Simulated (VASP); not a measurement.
# Nb in VASP: further runs, part 2 of 2

VASP 6.6.1.

**4. Single point, PBEsol (strain +0.080 along x and y, +0.080 along z)**

File INCAR:

```
SYSTEM = Nb
ALGO = Fast
EDIFF = 1E-6
ENCUT = 520
GGA = PS
ISIF = 2
ISMEAR = 0
LASPH = .True.
LCHARG = .False.
LREAL = .False.
LWAVE = .False.
NBANDS = 12
NELM = 80
PREC = Accurate
SIGMA = 0.15
```

File KPOINTS:

```
k-points
0
Gamma
  20 20 20
  0 0 0
```

File POSCAR:

```
Nb
1.0
    0.0000000000      2.2842000000      2.2842000000
    2.2842000000      0.0000000000      2.2842000000
    2.2842000000      2.2842000000      0.0000000000
Nb
1
Direct
    0.0000000000      0.0000000000      0.0000000000
```

Potentials or basis: VASP PAW PBE potentials, release 64 (Nb_sv).

Run with:

```console
cat potpaw_PBE.64/Nb_sv/POTCAR > POTCAR
mpirun -np 1 vasp_std > vasp.out
```

OUTCAR:

```text
SYSTEM = Nb
   EDIFF = 1E-6
   ENCUT = 520
   GGA = PS
   ISIF = 2
   ISMEAR = 0
   LASPH = .True.
   LREAL = .False.
   NELM = 80
   PREC = Accurate

 ion  position               nearest neighbor table
   1  0.000  0.000  0.000-

  LATTYP: Found a face centered cubic cell.
 ALAT       =     4.5684000000

  Lattice vectors:

 A1 = (   0.0000000000,   2.2842000000,   2.2842000000)
 A2 = (   2.2842000000,   0.0000000000,   2.2842000000)
 A3 = (   2.2842000000,   2.2842000000,   0.0000000000)

Analysis of symmetry for initial positions (statically):
=====================================================================
 Subroutine PRICEL returns:
 Original cell was already a primitive cell.

 Routine SETGRP: Setting up the symmetry group for a
 face centered cubic supercell.

 Subroutine GETGRP returns: Found 48 space group operations
 (whereof 48 operations were pure point group operations)
 out of a pool of 48 trial point group operations.

The static configuration has the point symmetry O_h .

Analysis of symmetry for dynamics (positions and initial velocities):
=====================================================================
 Subroutine PRICEL returns:
 Original cell was already a primitive cell.

 Routine SETGRP: Setting up the symmetry group for a
 face centered cubic supercell.

 Subroutine GETGRP returns: Found 48 space group operations
 (whereof 48 operations were pure point group operations)
 out of a pool of 48 trial point group operations.

The dynamic configuration has the point symmetry O_h .

 Subroutine INISYM returns: Found 48 space group operations
 (whereof 48 operations are pure point group operations),
 and found     1 'primitive' translations

----------------------------------------------------------------------------------------

                                     Primitive cell

[... 109 lines left out ...]
  volume/ion in A,a.u.               =      23.84       160.85
  Fermi-wavevector in a.u.,A,eV,Ry     =   1.337556  2.527613 24.341568  1.789055
  Thomas-Fermi vector in A             =   2.466095
   LORBIT       =      0    0 simple, 1 ext, 2 COOP (PROOUT), +10 PAW based schemes
   GGA     = PS    functional components
   LHFCALC =     F    Hartree Fock is set to
   AEXX    =    0.0000 exact exchange contribution
   IVDW    =     0    specifies the selected vdW correction
   LEPSILON=     F    determine dielectric tensor
   LRPA    =     F    only Hartree local field effects (RPA)
 non-spin polarized calculation
 RMM-DIIS sequential band-by-band and
 Gauss-broadening in eV      SIGMA  =   0.15
  energy-cutoff  :      520.00
  volume of cell :       23.84
 maximum number of plane-waves:       656
   NGX = 13   NGY = 13   NGZ = 13

 number of electron      13.0000000 magnetization

 Free energy of the ion-electron system (eV)
  ---------------------------------------------------
  ext. energy  EPLUGINS =         0.00000000
  ---------------------------------------------------
  free energy    TOTEN  =        -9.97822779 eV

  energy without entropy =       -9.95686992  energy(sigma->0) =       -9.96754886

 E-fermi :   7.8424     XC(G=0): -11.2461

 val. band max:        7.8417507160   @ k =  -0.2500   0.1500   0.0000
 cond. band min:       7.8519049110   @ k =   0.4000   0.1000   0.0000
 fundamental gap:      0.0101541950
 Fermi energy:         7.8423538450

 k-point     1 :       0.0000    0.0000    0.0000
  band No.  band energies     occupation
      1     -47.2359      2.00000
      2     -22.9418      2.00000
      3     -22.9418      2.00000
      4     -22.9418      2.00000
      5       2.2780      2.00000
      6       8.0119      0.10995
      7       8.0119      0.10995
      8       8.0119      0.10995
      9       9.8423      0.00000
     10       9.8423      0.00000
     11      19.2973      0.00000
     12      23.0440      0.00000
[... 331 lines left out ...]
 k-point    24 :      -0.3500    0.0500    0.0000
  band No.  band energies     occupation
      1     -47.1772      2.00000
      2     -23.3890      2.00000
      3     -23.0176      2.00000
      4     -22.9998      2.00000
      5       4.6885      2.00000
      6       7.6771      1.88073
      7       8.0058      0.12334
      8       8.0893      0.01988
      9      10.4988      0.00000
     10      10.9839      0.00000
     11      16.9249      0.00000
     12      19.7935      0.00000

 [... further k-points ...]
[... 5 lines left out ...]
  --------------------------------------------------------------------------------------
  -------------------------------------------------------------------------------------
  Total       -4.2502317     -4.2502317     -4.2502317      0.0000000     -0.0000000      0.0000000
  in kB     -285.6872220   -285.6872220   -285.6872220      0.0000000     -0.0000000      0.0000000
  external PRESSURE =    -285.6872220 kB  Pullay stress =       0.0000000 kB

 VOLUME and BASIS-vectors are now :
 -----------------------------------------------------------------------------
  energy-cutoff  :      520.00
  volume of cell :       23.84
      direct lattice vectors                 reciprocal lattice vectors
     0.000000000  2.284200000  2.284200000    -0.218895018  0.218895018  0.218895018
     2.284200000  0.000000000  2.284200000     0.218895018 -0.218895018  0.218895018
     2.284200000  2.284200000  0.000000000     0.218895018  0.218895018 -0.218895018

 POSITION                                       TOTAL-FORCE (eV/Angst)
 -----------------------------------------------------------------------------------
      0.00000      0.00000      0.00000         0.000000      0.000000     -0.000000
 -----------------------------------------------------------------------------------
    total drift:                                0.000000      0.000000      0.000000

  FREE ENERGIE OF THE ION-ELECTRON SYSTEM (eV)
  ---------------------------------------------------
  free  energy   TOTEN  =        -9.9782277947 eV

  energy  without entropy=       -9.9568699173  energy(sigma->0) =       -9.96754886
```

OSZICAR:

```text
N       E                     dE             d eps       ncg     rms          rms(c)
DAV:   1     0.110454737859E+03    0.11045E+03   -0.70352E+03  6152   0.104E+03
DAV:   2    -0.585180104236E+01   -0.11631E+03   -0.11248E+03  6856   0.369E+02
DAV:   3    -0.104593243801E+02   -0.46075E+01   -0.43934E+01  8868   0.631E+01
[... 11 lines left out ...]
RMM:  15    -0.997821746397E+01   -0.76104E-05   -0.10199E-04 10146   0.923E-02    0.306E-02
RMM:  16    -0.997822224715E+01   -0.47832E-05   -0.46474E-05  9835   0.557E-02    0.151E-02
RMM:  17    -0.997822542063E+01   -0.31735E-05   -0.22680E-05  8819   0.411E-02    0.449E-03
RMM:  18    -0.997822706279E+01   -0.16422E-05   -0.11623E-05  6657   0.250E-02    0.153E-03
RMM:  19    -0.997822779474E+01   -0.73195E-06   -0.54450E-06  5969   0.176E-02
   1 F= -.99782278E+01 E0= -.99675489E+01  d E =-.213579E-01
```

stdout:

```text
POSCAR found type information on POSCAR Nb
 POSCAR found :  1 types and       1 ions
 scaLAPACK will be used
 -----------------------------------------------------------------------------
|                                                                             |
|                                                                             |
|     You enforced a specific xc type in the INCAR file but a different       |
|     I HOPE YOU KNOW WHAT YOU ARE DOING!                                     |
|                                                                             |
 -----------------------------------------------------------------------------

 LDA part: xc-table for (Slater+PW92), standard interpolation
 POSCAR, INCAR and KPOINTS ok, starting setup
 FFT: planning ... GRIDC
 FFT: planning ... GRID_SOFT
 FFT: planning ... GRID
 WAVECAR not read
 entering main loop
WARNING in EDDRMM: call to ZHEGV failed, returncode =   8  4     11
WARNING in EDDRMM: call to ZHEGV failed, returncode =   6  3      5
```

Run time: 59 s. Hardware: 1 thread of Intel Xeon Platinum 8559C (Emerald Rapids), shared host; peak memory 0.18 GiB.

What came out:

```
Free energy            : -9.9782 eV
Pressure               : -28.6 GPa
Band gap on the k mesh : zero (an odd number of electrons rules out a gap without spin polarisation)
```

Levels at points of the mesh, in eV from the Fermi level:
| k point | band 3 | band 4 | band 5 | band 6 | band 7 | band 8 | band 9 | band 10 |
| --- | --- | --- | --- | --- | --- | --- | --- | --- |
| (0.00, 0.00, 0.00) | -30.78 | -30.78 | -5.56 | 0.17 | 0.17 | 0.17 | 2.00 | 2.00 |
| (0.50, 0.00, 0.00) | -30.86 | -30.86 | -3.03 | 0.05 | 0.05 | 0.76 | 3.39 | 3.39 |
| (0.50, 0.50, 0.00) | -30.98 | -30.98 | -2.95 | -2.34 | 2.50 | 3.36 | 3.78 | 3.78 |

Caveat: the cell differs from its parent crystal (strain +0.080 along x and y, +0.080 along z); the cell stands under tension; the PAW data sets were made with another functional, which shifts forces and pressure a little.

**5. Single point, PBEsol (strain -0.040 along x and y, +0.000 along z)**

File INCAR:

```
SYSTEM = Nb
PREC     = Accurate       ! precision mode
ENCUT    = 520            ! plane-wave cutoff, eV
EDIFF    = 1E-6           ! SCF threshold, eV
ISMEAR   = 0              ! smearing method
SIGMA    = 0.15           ! smearing width, eV
LREAL    = .False.        ! projectors in reciprocal space
LASPH    = .True.         ! aspherical terms in the spheres
NELM     = 80             ! most SCF steps
ALGO     = Fast           ! electronic algorithm
ISIF     = 2              ! what is computed and relaxed
LWAVE    = .False.        ! write WAVECAR
LCHARG   = .True.         ! write CHGCAR
GGA      = PS             ! functional
LELF     = .True.         ! ELF
LVHAR    = .True.       
NBANDS   = 12             ! bands
```

File KPOINTS:

```
Automatic mesh
0
Gamma
  20 20 20
  0 0 0
```

File POSCAR:

```
Nb
1.0
    0.0000000000      2.0304000000      2.1150000000
    2.0304000000      0.0000000000      2.1150000000
    2.0304000000      2.0304000000      0.0000000000
Nb
1
Direct
    0.0000000000      0.0000000000      0.0000000000
```

Run with:

```console
cat potpaw_PBE.64/Nb_sv/POTCAR > POTCAR
mpirun -np 1 vasp_std > vasp.out
```

Wall time 2.7 min (1 thread of Intel Xeon Platinum 8559C (Emerald Rapids), shared host); peak memory 0.24 GiB.

Results (log left out):

```
Free energy            : -10.6184 eV
Pressure               : 6.7 GPa
Band gap on the k mesh : zero (an odd number of electrons rules out a gap without spin polarisation)
```

Stress tensor (GPa, compression positive):
```
 2.74  0.00  0.00
 0.00  2.74  0.00
 0.00  0.00 14.53
```

Levels at points of the mesh, in eV from the Fermi level:
```csv
k point,band 4,band 5,band 6,band 7,band 8,band 9
"(0.00, 0.00, 0.00)",-29.86,-6.41,-0.28,0.24,0.24,2.55
"(0.50, 0.00, 0.00)",-30.01,-4.13,-0.43,0.12,1.67,4.98
"(0.50, 0.50, 0.00)",-30.33,-4.45,-3.63,3.55,5.15,5.75
"(0.50, 0.00, 0.50)",-30.38,-4.50,-3.72,4.31,5.06,5.49
```

Caveat: the cell differs from its parent crystal (strain -0.040 along x and y, +0.000 along z); the stress differs along the axes, from 3 to 15 GPa; the PAW data sets were made with another functional, which shifts forces and pressure a little.

**6. Single point, PBEsol (strain +0.000 along x and y, -0.040 along z)**

File INCAR:

```
PREC = Accurate ; ENCUT = 520
EDIFF = 1E-7 ; ISMEAR = 0
SIGMA = 0.15 ; LREAL = False
LASPH = True ; NELM = 80
ALGO = Fast ; ISIF = 2
LWAVE = False ; LCHARG = True
GGA = PS ; LELF = True
LVHAR = True ; NBANDS = 12
```

File KPOINTS:

```
regular mesh
0
Gamma
  20 20 20
```

File POSCAR:

```
Nb
1.0
    0.0000000000      2.1150000000      2.0304000000
    2.1150000000      0.0000000000      2.0304000000
    2.1150000000      2.1150000000      0.0000000000
Nb
1
Direct
    0.0000000000      0.0000000000      0.0000000000
```

Potentials or basis: VASP PAW PBE potentials, release 64 (Nb_sv).

Run with:

```console
cat potpaw_PBE.64/Nb_sv/POTCAR > POTCAR
mpirun -np 1 vasp_std > vasp.out
```

Wall time 3.2 min (1 thread of Intel Xeon Platinum 8559C (Emerald Rapids), shared host); peak memory 0.25 GiB.

The run converged. Its results:

| Quantity | Value |
| --- | --- |
| Free energy | -10.6327 eV |
| Pressure | -1.0 GPa |
| Band gap on the k mesh | zero (an odd number of electrons rules out a gap without spin polarisation) |

Stress tensor (GPa, compression positive):
```
 2.90  0.00  0.00
 0.00  2.90  0.00
 0.00  0.00 -8.68
```

Levels at points of the mesh, in eV from the Fermi level:
```tsv
k point	band 4	band 5	band 6	band 7	band 8	band 9
(0.00, 0.00, 0.00)	-29.99	-6.32	-0.05	-0.05	0.42	2.47
(0.50, 0.00, 0.00)	-30.12	-3.97	-0.38	0.17	1.50	4.73
(0.50, 0.50, 0.00)	-30.51	-4.25	-3.54	4.29	4.85	5.50
(0.50, 0.00, 0.50)	-30.38	-4.23	-3.43	3.54	4.84	5.24
```

Caveat: the cell differs from its parent crystal (strain +0.000 along x and y, -0.040 along z); the stress differs along the axes, from -9 to 3 GPa; the PAW data sets were made with another functional, which shifts forces and pressure a little.

**7. Overview**

| cell | gap on the mesh (eV) | pressure (GPa) |
| --- | --- | --- |
| a = 2.752 Å, angles 60.0°, 1 atom | none | 51.4 |
| a = 2.871 Å, angles 60.0°, 1 atom | none | 15.7 |
| a = 3.230 Å, angles 60.0°, 1 atom | none | -28.6 |
| a = 2.932, b = 2.932, c = 2.871 Å, angles 60.7, 60.7, 58.6°, 1 atom | none | 6.7 |
| a = 2.932, b = 2.932, c = 2.991 Å, angles 59.3, 59.3, 61.3°, 1 atom | none | -1.0 |

Alike in all rows: task single point; level PBEsol; potentials or basis VASP PAW PBE potentials, release 64 (Nb_sv); no spin polarisation; k mesh 20 × 20 × 20; cutoff (eV) 520; smearing gaussian 0.15 eV.

Caveats: the PAW data sets were made with another functional, which shifts forces and pressure a little; the cell stands under pressure (at least some runs); the cell stands under tension (at least some runs); the stress differs along the axes, from 3 to 15 GPa (at least some runs); the stress differs along the axes, from -9 to 3 GPa (at least some runs).

Absolute energies hang on the potentials; compare differences alone.

The gap in the log of VASP goes by the Fermi energy; the results here count the filled bands.